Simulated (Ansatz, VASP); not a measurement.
One calculation of AlAs, two programs

```xyz
2
Lattice="0.0000 2.8379 2.8379 2.8379 0.0000 2.8379 2.8379 2.8379 0.0000" Properties=species:S:1:pos:R:3 pbc="T T T"
Al    0.0000    0.0000    0.0000
As    4.2569    4.2569    4.2569
```

Alike in both runs: task single point; functional PBE; k mesh 6 × 6 × 6; occupations gaussian, width 0.1 eV; no spin polarisation.

|  | VASP | Ansatz |
| --- | --- | --- |
| version | VASP 6.6.1 | Ansatz 0.2.0 |
| potentials or method | VASP PAW PBE potentials, release 64 (Al, As), cutoff 500 eV | scalar-relativistic, plane waves, PAW |
| valence electrons in the cell | 8 | 18 |

Ansatz gave:

```
gap on the k mesh at the Fermi level (eV) : 1.46
least direct gap on the mesh (eV)         : 1.99
pressure (GPa)                            : 2.0
```

Task: Which values does VASP return?

Result: gap on the k mesh at the Fermi level (eV): 1.45; least direct gap on the mesh (eV): 2.00; pressure (GPa): 2.2.

VASP's potentials hold 8 valence electrons a cell and Ansatz's 18, so a difference there can come from the potentials and not from the codes.
